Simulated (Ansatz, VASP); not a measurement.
**Two plane-wave programs on CsBe3Ag**

```
Cs Be Ag
1.0
     6.75684    0.00000    0.00000
     0.00000    4.41950    0.00000
     0.00000    0.00000    6.47043
Cs Be Ag
1 3 1
Direct
  0.50000 0.50000 0.50000
  0.00000 0.50000 0.33817
  0.00000 0.50000 0.66183
  0.00000 0.00000 0.00000
  0.00000 0.50000 0.00000
```

Alike in both runs: functional PBE; k mesh 4 × 4 × 4; occupations gaussian, width 0.1 eV; no spin polarisation.

Ansatz relaxed the structure, and its values are those at the end. VASP's run is a single point on that final structure, the one shown.

```csv
,VASP,Ansatz
version,VASP 6.6.1,Ansatz 0.2.0
potentials or method,"VASP PAW PBE potentials, release 64 (Cs_sv, Be, Ag), cutoff 520 eV","scalar-relativistic, plane waves, PAW"
valence electrons in the cell,26,34
```

|  | VASP | Ansatz | Ansatz less VASP |
| --- | --- | --- | --- |
| gap on the k mesh at the Fermi level (eV) | none | none | - |
| pressure (GPa) | 0.0 | 0.0 | 0.00 |

A gap of «none» marks a metal or a gap that the smearing closes. With one functional, cell and mesh, what is left measures potentials, basis and numerics. VASP's potentials hold 26 valence electrons a cell and Ansatz's 34, so a difference there can come from the potentials and not from the codes.

Neither program's run includes spin-orbit coupling.
